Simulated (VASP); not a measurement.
Write the native input for VASP 6.6.1 that does the following.

| Item | Value |
| --- | --- |
| Task | dielectric tensor |
| Functional | r2SCAN |
| Potentials or basis | VASP PAW PBE potentials, release 64 (B, N) |
| Cutoff | 520 eV |
| k mesh | 9 × 9 × 6 |
| Occupations | gaussian, width 0.01 eV |
| Spin | no spin polarisation |
| Dipole correction | no |
| Further INCAR settings | ALGO = Normal; EDIFF = 1e-08 |

The structure of BN lies in POSCAR:

```
BN
1.0
    2.4913353523      0.0000000000      0.0000000000
   -1.2456676762      2.1575597044      0.0000000000
    0.0000000000      0.0000000000      4.0010591823
B N
2 2
Direct
    0.0000000000      0.0000000000      0.0000000000
    0.0000000000      0.0000000000      0.5000000000
    0.3333333333      0.6666666667      0.2500000000
    0.6666666667      0.3333333333      0.7500000000
```

One way to write it, as run:

INCAR

```
SYSTEM = BN
PREC = Accurate ; ENCUT = 520
EDIFF = 1E-8 ; ISMEAR = 0
SIGMA = 0.01 ; LREAL = .False.
LASPH = .True. ; NELM = 80
ALGO = Normal ; ISIF = 2
LWAVE = .False. ; LCHARG = .False.
METAGGA = R2SCAN ; LMIXTAU = .True.
LCALCEPS = .True.
```

KPOINTS

```
regular mesh
0
Gamma
  9 9 6
  0 0 0
```

Potentials or basis: VASP PAW PBE potentials, release 64 (B, N).

Launch:

```sh
$ cat potpaw_PBE.64/B/POTCAR potpaw_PBE.64/N/POTCAR > POTCAR
$ mpirun -np 1 vasp_std > vasp.out
```

Results of the run:

* Band gap on the k mesh: 1.85 eV (least direct gap 5.67 eV)
* Electronic dielectric tensor (diagonal): 7.66, 7.66, 8.58
* Born charges (mean of the diagonal): B +3.61; N -3.61 e

Wall time 26 min on 1 thread of Intel(R) Xeon(R) Platinum 8259CL CPU @ 2.50GHz (Skylake/Cascade Lake), on a shared host, peak memory 0.29 GiB.
